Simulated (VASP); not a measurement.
# EuO (Fm-3m) in VASP: notebook

Runs on EuO. Level: PBE+U. Tasks: single point.

Program: VASP 6.6.1. These are calculated values, not measurements. Logs are shortened: lines on timing, memory, paths and dates and some standing lists are left out, and cuts for length are marked.

**1. The cell of the first run**

The structure is cubic, space group Fm-3m (No. 225). The conventional cell has a = 5.107 Å, b = 5.107 Å, c = 5.107 Å, α = 90.00°, β = 90.00°, γ = 90.00°. Eu (site symmetry m-3m) has 6 O at 2.55 Å within 3.4 Å. Within 3.4 Å of O (site symmetry m-3m) lie 6 Eu at 2.55 Å.

**2. Single point, PBE+U, collinear spin, ferromagnetic start (16.65 Å³/atom)**

INCAR

```
SYSTEM = EuO
ALGO = Normal ; EDIFF = 1E-6
ENCUT = 600 ; GGA = PE
GGA_COMPAT = .False. ; ISIF = 2
ISMEAR = 0 ; ISPIN = 2
LASPH = .True. ; LCHARG = .False.
LDAU = .True. ; LDAUJ = 0 0
LDAUL = 3 -1 ; LDAUPRINT = 1
LDAUTYPE = 2 ; LDAUU = 6 0
LMAXMIX = 6 ; LORBIT = 11
LREAL = .False. ; LWAVE = .False.
MAGMOM = 7.42 -0.09 ; NBANDS = 22
NELM = 200 ; PREC = Accurate
SIGMA = 0.05
```

KPOINTS

```
k-points
0
Gamma
  10 10 10
  0 0 0
```

POSCAR

```
EuO
1.0
    0.0000000000      2.5533150581      2.5533150581
    2.5533150581      0.0000000000      2.5533150581
    2.5533150581      2.5533150581      0.0000000000
Eu O
1 1
Direct
    0.0000000000      0.0000000000      0.0000000000
    0.5000000000      0.5000000000      0.5000000000
```

Potentials or basis: VASP PAW PBE potentials, release 64 (Eu, O).

Started as:

```sh
cat potpaw_PBE.64/Eu/POTCAR potpaw_PBE.64/O/POTCAR > POTCAR
mpirun -np 1 vasp_std > vasp.out
```

OUTCAR:

```text
SYSTEM = EuO
   EDIFF = 1E-6
   ENCUT = 600
   GGA = PE
   ISIF = 2
   ISMEAR = 0
   ISPIN = 2
   LASPH = .True.
   LORBIT = 11
   LREAL = .False.
   NELM = 200
   PREC = Accurate

 ion  position               nearest neighbor table
   1  0.000  0.000  0.000-   2 2.55   2 2.55   2 2.55   2 2.55   2 2.55   2 2.55
   2  0.500  0.500  0.500-   1 2.55   1 2.55   1 2.55   1 2.55   1 2.55   1 2.55

  LATTYP: Found a face centered cubic cell.
 ALAT       =     5.1066301162

  Lattice vectors:

 A1 = (   0.0000000000,   2.5533150581,   2.5533150581)
 A2 = (   2.5533150581,   0.0000000000,   2.5533150581)
 A3 = (   2.5533150581,   2.5533150581,   0.0000000000)

Analysis of symmetry for initial positions (statically):
=====================================================================
 Subroutine PRICEL returns:
 Original cell was already a primitive cell.

 Routine SETGRP: Setting up the symmetry group for a
 face centered cubic supercell.

 Subroutine GETGRP returns: Found 48 space group operations
 (whereof 48 operations were pure point group operations)
 out of a pool of 48 trial point group operations.

The static configuration has the point symmetry O_h .

Analysis of symmetry for dynamics (positions and initial velocities):
=====================================================================
 Subroutine PRICEL returns:
 Original cell was already a primitive cell.

 Routine SETGRP: Setting up the symmetry group for a
 face centered cubic supercell.

 Subroutine GETGRP returns: Found 48 space group operations
 (whereof 48 operations were pure point group operations)
 out of a pool of 48 trial point group operations.

The dynamic configuration has the point symmetry O_h .

Analysis of structural, dynamic, and magnetic symmetry:
=====================================================================
 Subroutine PRICEL returns:
 Original cell was already a primitive cell.

 Routine SETGRP: Setting up the symmetry group for a
 face centered cubic supercell.

 Subroutine GETGRP returns: Found 48 space group operations
 (whereof 48 operations were pure point group operations)
 out of a pool of 48 trial point group operations.

The overall configuration has the point symmetry O_h .

 Subroutine INISYM returns: Found 48 space group operations
 (whereof 48 operations are pure point group operations),
 and found     1 'primitive' translations

----------------------------------------------------------------------------------------

                                     Primitive cell

  volume of cell :      33.2923

  direct lattice vectors                    reciprocal lattice vectors
     0.000000000  2.553315058  2.553315058    -0.195823856  0.195823856  0.195823856
     2.553315058  0.000000000  2.553315058     0.195823856 -0.195823856  0.195823856
     2.553315058  2.553315058  0.000000000     0.195823856  0.195823856 -0.195823856

  length of vectors
     3.610932784  3.610932784  3.610932784     0.339176868  0.339176868  0.339176868

  position of ions in fractional coordinates (direct lattice)
     0.000000000  0.000000000  0.000000000
     0.500000000  0.500000000  0.500000000

[... 107 lines left out ...]
   AEXX    =    0.0000 exact exchange contribution
   IVDW    =     0    specifies the selected vdW correction
   LEPSILON=     F    determine dielectric tensor
   LRPA    =     F    only Hartree local field effects (RPA)
 spin polarized calculation
 Gauss-broadening in eV      SIGMA  =   0.05
  energy-cutoff  :      600.00
  volume of cell :       33.29
 maximum number of plane-waves:      1139
 NGX is ok and might be reduce to    30
   NGX = 15   NGY = 15   NGZ = 15

atom =   1  type =  1  l = 3

 onsite density matrix

spin component  1

  0.9728 -0.0000 -0.0014  0.0000 -0.0000  0.0000 -0.0000
 -0.0000  0.9615  0.0000 -0.0000 -0.0000 -0.0000 -0.0000
 -0.0014  0.0000  0.9735  0.0000  0.0000 -0.0000 -0.0000
  0.0000 -0.0000  0.0000  0.9718  0.0000 -0.0000  0.0000
 -0.0000 -0.0000  0.0000  0.0000  0.9735 -0.0000  0.0014
  0.0000 -0.0000 -0.0000 -0.0000 -0.0000  0.9746  0.0000
 -0.0000 -0.0000 -0.0000  0.0000  0.0014  0.0000  0.9728

spin component  2

  0.0036  0.0000  0.0017  0.0000  0.0000 -0.0000 -0.0000
  0.0000  0.0000 -0.0000  0.0000  0.0000  0.0000 -0.0000
  0.0017 -0.0000  0.0027 -0.0000  0.0000  0.0000  0.0000
  0.0000  0.0000 -0.0000  0.0048  0.0000  0.0000 -0.0000
  0.0000  0.0000  0.0000  0.0000  0.0027  0.0000 -0.0017
 -0.0000  0.0000  0.0000  0.0000  0.0000  0.0014 -0.0000
 -0.0000 -0.0000  0.0000 -0.0000 -0.0017 -0.0000  0.0036

 occupancies and eigenvectors

  o =  0.0000  v =  0.0000  0.0000  0.0000  0.0000  0.0000  0.0000  0.0000  0.0000 -1.0000 -0.0000  0.0000  0.0000  0.0000 -0.0000      0.0000  0.0000  0.0000  0.0000  0.0000  0.0000  0.0000  0.0000  0.0000  0.0000  0.0000  0.0000  0.0000  0.0000
  o =  0.0014  v =  0.0000  0.0000  0.0000  0.0000  0.0000  0.0000  0.0000 -0.6124 -0.0000  0.7906  0.0000 -0.0004 -0.0042 -0.0003      0.0000  0.0000  0.0000  0.0000  0.0000  0.0000  0.0000  0.0000  0.0000  0.0000  0.0000  0.0000  0.0000  0.0000
  o =  0.0014  v =  0.0000  0.0000  0.0000  0.0000  0.0000  0.0000  0.0000  0.0003 -0.0000 -0.0004 -0.0000 -0.7906  0.0034 -0.6124      0.0000  0.0000  0.0000  0.0000  0.0000  0.0000  0.0000  0.0000  0.0000  0.0000  0.0000  0.0000  0.0000  0.0000
  o =  0.0014  v =  0.0000  0.0000  0.0000  0.0000  0.0000  0.0000  0.0000 -0.0026  0.0000  0.0033 -0.0000  0.0027  1.0000  0.0021      0.0000  0.0000  0.0000  0.0000  0.0000  0.0000  0.0000  0.0000  0.0000  0.0000  0.0000  0.0000  0.0000  0.0000
  o =  0.0048  v =  0.0000  0.0000  0.0000  0.0000  0.0000  0.0000  0.0000  0.7906  0.0000  0.6124 -0.0001  0.0006  0.0000 -0.0008      0.0000  0.0000  0.0000  0.0000  0.0000  0.0000  0.0000  0.0000  0.0000  0.0000  0.0000  0.0000  0.0000  0.0000
  o =  0.0048  v =  0.0000  0.0000  0.0000  0.0000  0.0000  0.0000  0.0000  0.0008 -0.0000  0.0006  0.0092 -0.6123 -0.0000  0.7905      0.0000  0.0000  0.0000  0.0000  0.0000  0.0000  0.0000  0.0000  0.0000  0.0000  0.0000  0.0000  0.0000  0.0000
  o =  0.0048  v =  0.0000  0.0000  0.0000  0.0000  0.0000  0.0000  0.0000  0.0001  0.0000  0.0000  1.0000  0.0056  0.0000 -0.0073      0.0000  0.0000  0.0000  0.0000  0.0000  0.0000  0.0000  0.0000  0.0000  0.0000  0.0000  0.0000  0.0000  0.0000
  o =  0.9615  v =  0.0000  1.0000 -0.0000  0.0000 -0.0000 -0.0000  0.0000  0.0000  0.0000  0.0000  0.0000  0.0000  0.0000  0.0000      0.0000  0.0000  0.0000  0.0000  0.0000  0.0000  0.0000  0.0000  0.0000  0.0000  0.0000  0.0000  0.0000  0.0000
  o =  0.9718  v =  0.0000 -0.0000  0.0000  0.9799 -0.1221 -0.0000  0.1577  0.0000  0.0000  0.0000  0.0000  0.0000  0.0000  0.0000      0.0000  0.0000  0.0000  0.0000  0.0000  0.0000  0.0000  0.0000  0.0000  0.0000  0.0000  0.0000  0.0000  0.0000
  o =  0.9718  v =  0.0000 -0.0000 -0.0000  0.1995  0.6001 -0.0000 -0.7747  0.0000  0.0000  0.0000  0.0000  0.0000  0.0000  0.0000      0.0000  0.0000  0.0000  0.0000  0.0000  0.0000  0.0000  0.0000  0.0000  0.0000  0.0000  0.0000  0.0000  0.0000
  o =  0.9718  v = -0.7906 -0.0000 -0.6124  0.0000 -0.0000  0.0000 -0.0000  0.0000  0.0000  0.0000  0.0000  0.0000  0.0000  0.0000      0.0000  0.0000  0.0000  0.0000  0.0000  0.0000  0.0000  0.0000  0.0000  0.0000  0.0000  0.0000  0.0000  0.0000
  o =  0.9746  v =  0.0000  0.0000  0.0000 -0.0000 -0.5162  0.7575 -0.3998  0.0000  0.0000  0.0000  0.0000  0.0000  0.0000  0.0000      0.0000  0.0000  0.0000  0.0000  0.0000  0.0000  0.0000  0.0000  0.0000  0.0000  0.0000  0.0000  0.0000  0.0000
  o =  0.9746  v =  0.0000  0.0000 -0.0000  0.0000  0.5988  0.6529  0.4638  0.0000  0.0000  0.0000  0.0000  0.0000  0.0000  0.0000      0.0000  0.0000  0.0000  0.0000  0.0000  0.0000  0.0000  0.0000  0.0000  0.0000  0.0000  0.0000  0.0000  0.0000
  o =  0.9746  v =  0.6124 -0.0000 -0.7906  0.0000 -0.0000  0.0000 -0.0000  0.0000  0.0000  0.0000  0.0000  0.0000  0.0000  0.0000      0.0000  0.0000  0.0000  0.0000  0.0000  0.0000  0.0000  0.0000  0.0000  0.0000  0.0000  0.0000  0.0000  0.0000

 number of electron      23.0000000 magnetization       7.0000105

 Free energy of the ion-electron system (eV)
  ---------------------------------------------------
  ext. energy  EPLUGINS =         0.00000000
  ---------------------------------------------------
  free energy    TOTEN  =       -21.12208138 eV

  energy without entropy =      -21.12196308  energy(sigma->0) =      -21.12202223

 E-fermi :   3.8145     XC(G=0): -10.8767

 val. band max:        3.7638780279   @ k =   0.1000   0.1000   0.0000
 cond. band min:       3.8264602346   @ k =   0.0000   0.0000   0.0000
 fundamental gap:      0.0625822068
 Fermi energy:         3.8144697412

 spin component 1

 k-point     1 :       0.0000    0.0000    0.0000
  band No.  band energies     occupation
      1     -35.8747      1.00000
      2     -14.4190      1.00000
      3     -14.4190      1.00000
      4     -14.4190      1.00000
      5     -13.9143      1.00000
      6       0.7243      1.00000
[... 1193 lines left out ...]
     21      14.4333      0.00000
     22      18.2706      0.00000

 [... further k-points ...]
[... 5 lines left out ...]
  --------------------------------------------------------------------------------------
  -------------------------------------------------------------------------------------
  Total        0.6815780      0.6815780      0.6815780      0.0000000     -0.0000000      0.0000000
  in kB       32.8006866     32.8006866     32.8006866      0.0000000     -0.0000000      0.0000000
  external PRESSURE =      32.8006866 kB  Pullay stress =       0.0000000 kB

 VOLUME and BASIS-vectors are now :
 -----------------------------------------------------------------------------
  energy-cutoff  :      600.00
  volume of cell :       33.29
      direct lattice vectors                 reciprocal lattice vectors
     0.000000000  2.553315058  2.553315058    -0.195823856  0.195823856  0.195823856
     2.553315058  0.000000000  2.553315058     0.195823856 -0.195823856  0.195823856
     2.553315058  2.553315058  0.000000000     0.195823856  0.195823856 -0.195823856

 POSITION                                       TOTAL-FORCE (eV/Angst)
 -----------------------------------------------------------------------------------
      0.00000      0.00000      0.00000         0.000000     -0.000000      0.000000
      2.55332      2.55332      2.55332        -0.000000      0.000000     -0.000000
 -----------------------------------------------------------------------------------
    total drift:                                0.000000      0.000000      0.000000

  FREE ENERGIE OF THE ION-ELECTRON SYSTEM (eV)
  ---------------------------------------------------
  free  energy   TOTEN  =       -21.1220813828 eV

  energy  without entropy=      -21.1219630834  energy(sigma->0) =      -21.12202223

 total charge

# of ion       s       p       d       f       tot
--------------------------------------------------
    1        2.034   5.804   0.318   6.810  14.966
    2        1.552   3.416   0.000   0.000   4.968
--------------------------------------------------
tot          3.586   9.221   0.318   6.810  19.934

 magnetization (x)

# of ion       s       p       d       f       tot
--------------------------------------------------
    1       -0.014  -0.112   0.076   6.775   6.724
    2       -0.005  -0.091   0.000   0.000  -0.096
--------------------------------------------------
tot         -0.019  -0.203   0.076   6.775   6.628
```

Wall time 3.7 min (1 thread of Intel Xeon 8259CL, shared host); peak memory 0.25 GiB.

What came out:

| Item | Value |
| --- | --- |
| Free energy | -21.1221 eV |
| Pressure | 3.3 GPa |
| Band gap on the k mesh | zero (filled and empty bands overlap) |
| Net moment | 7.00 μB per cell |
| Site moments | Eu +6.72; O -0.10 μB |
| Valence electrons inside the program's atomic spheres | Eu 14.97; O 4.97 |

Levels at points of the mesh, in eV from the Fermi level:
Spin up:
| k point | band 13 | band 14 | band 15 | band 16 | band 17 | band 18 |
| --- | --- | --- | --- | --- | --- | --- |
| (0.00, 0.00, 0.00) | 0.01 | 0.01 | 0.01 | 0.97 | 2.90 | 2.90 |
| (0.50, 0.00, 0.00) | -0.54 | -0.50 | -0.50 | 3.53 | 5.73 | 5.73 |
| (0.50, 0.50, 0.00) | -0.50 | -0.16 | -0.16 | -0.12 | 4.78 | 7.15 |
Spin down:
```tsv
k point	band 5	band 6	band 7	band 8	band 9	band 10	band 11	band 12
(0.00, 0.00, 0.00)	-15.91	-2.68	-2.68	-2.68	1.80	3.89	3.89	3.89
(0.50, 0.00, 0.00)	-14.92	-4.81	-3.87	-3.87	4.19	6.48	6.79	6.79
(0.50, 0.50, 0.00)	-16.40	-2.70	-2.62	-2.62	0.76	5.67	7.93	8.40
```

Eigenvalues of the final occupation matrices:
| site | spin | trace | eigenvalues |
| --- | --- | --- | --- |
| site 1 f | 1 | 6.80 | 0.96 0.97 0.97 0.97 0.97 0.97 0.97 |
| site 1 f | 2 | 0.02 | 0.00 0.00 0.00 0.00 0.00 0.00 0.00 |

Caveat: the cell stands under pressure; spin-orbit coupling is left out, which moves the levels of the heavy elements; a cell with one magnetic atom can't hold antiferromagnetic order, which such compounds often take.

**3. Single point, PBE+U, collinear spin, ferromagnetic start (16.99 Å³/atom)**

This run uses another cell than the first one, of 16.99 Å³/atom.

INCAR

```
  PREC = Accurate
  ENCUT = 600
  EDIFF = 1E-6
  ISMEAR = 0
  SIGMA = 0.05
  LREAL = False
  LASPH = True
  NELM = 200
  ALGO = Normal
  ISIF = 2
  LWAVE = False
  LCHARG = False
  ISPIN = 2
  MAGMOM = 7.43 -0.09
  LORBIT = 11
  LMAXMIX = 6
  LDAU = True
  LDAUTYPE = 2
  LDAUL = 3 -1
  LDAUU = 6 0
  LDAUJ = 0 0
  LDAUPRINT = 1
  GGA = PE
  NBANDS = 22
  GGA_COMPAT = False
```

KPOINTS

```
regular mesh
0
Gamma
  10 10 10
```

POSCAR

```
EuO
1.0
    0.0000000000      2.5709246839      2.5709246839
    2.5709246839      0.0000000000      2.5709246839
    2.5709246839      2.5709246839      0.0000000000
Eu O
1 1
Direct
    0.0000000000      0.0000000000      0.0000000000
    0.5000000000      0.5000000000      0.5000000000
```

Potentials or basis: VASP PAW PBE potentials, release 64 (Eu, O).

Started as:

```sh
cat potpaw_PBE.64/Eu/POTCAR potpaw_PBE.64/O/POTCAR > POTCAR
mpirun -np 1 vasp_std > vasp.out
```

Wall time 4 min (1 thread of Intel Xeon 8259CL, shared host); peak memory 0.25 GiB.

It converged, with:

```
Free energy                                           : -21.1328 eV
Pressure                                              : 1.3 GPa
Band gap on the k mesh                                : zero (filled and empty bands overlap)
Net moment                                            : 7.00 μB per cell
Site moments                                          : Eu +6.73; O -0.09 μB
Valence electrons inside the program's atomic spheres : Eu 14.96; O 4.96
```

Levels at points of the mesh, in eV from the Fermi level:
Spin up:
```
           k point  band 11  band 12  band 13  band 14  band 15  band 16  band 17  band 18  band 19  band 20
(0.00, 0.00, 0.00)    -0.50    -0.50     0.00     0.00     0.00     0.90     2.93     2.93     2.93     5.18
(0.50, 0.00, 0.00)    -0.73    -0.53    -0.53    -0.49    -0.49     3.52     5.69     5.69     6.01     8.99
(0.50, 0.50, 0.00)    -0.61    -0.61    -0.50    -0.17    -0.17    -0.03     4.69     7.08     7.84     7.99
```
Spin down:
```csv
k point,band 6,band 7,band 8,band 9,band 10,band 11
"(0.00, 0.00, 0.00)",-2.62,-2.62,-2.62,1.70,3.90,3.90
"(0.50, 0.00, 0.00)",-4.71,-3.77,-3.77,4.16,6.40,6.73
"(0.50, 0.50, 0.00)",-2.68,-2.58,-2.58,0.84,5.57,7.85
```

Eigenvalues of the final occupation matrices:
```tsv
site	spin	trace	eigenvalues
site 1 f	1	6.81	0.96 0.97 0.97 0.97 0.98 0.98 0.98
site 1 f	2	0.02	0.00 0.00 0.00 0.00 0.00 0.00 0.00
```

Caveat: spin-orbit coupling is left out, which moves the levels of the heavy elements; a cell with one magnetic atom can't hold antiferromagnetic order, which such compounds often take.
